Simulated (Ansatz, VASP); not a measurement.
**Two plane-wave programs on TaF3**

```
CELL_PARAMETERS angstrom
3.95972 0.00000 0.00000
0.00000 3.95972 0.00000
0.00000 0.00000 3.95972
ATOMIC_POSITIONS crystal
Ta 0.00000 0.00000 0.00000
F 0.50000 0.00000 0.00000
F 0.00000 0.50000 0.00000
F 0.00000 0.00000 0.50000
```

Change from the starting cell: strain +0.015 along x and y, +0.015 along z, atoms carried along.

Alike in both runs: task single point; functional PBEsol; k mesh 12 × 12 × 12; occupations gaussian, width 0.15 eV; no spin polarisation.

|  | VASP | Ansatz |
| --- | --- | --- |
| version | VASP 6.6.1 | Ansatz 0.2.0 |
| potentials or method | VASP PAW PBE potentials, release 64 (Ta_pv, F), cutoff 520 eV | scalar-relativistic, plane waves, PAW |
| valence electrons in the cell | 32 | 34 |

VASP gave:

```
gap on the k mesh at the Fermi level (eV) : none
pressure (GPa)                            : 12.5
```

Which values does Ansatz return?

gap on the k mesh at the Fermi level (eV): none; pressure (GPa): 12.2.

VASP's potentials were made for PBE, not for PBEsol. A gap of «none» marks a metal or a gap that the smearing closes. The functional is the same, so the differences come from potentials, cutoffs and numerics. VASP's potentials hold 32 valence electrons a cell and Ansatz's 34, so a difference there can come from the potentials and not from the codes.

Neither program's run includes spin-orbit coupling.
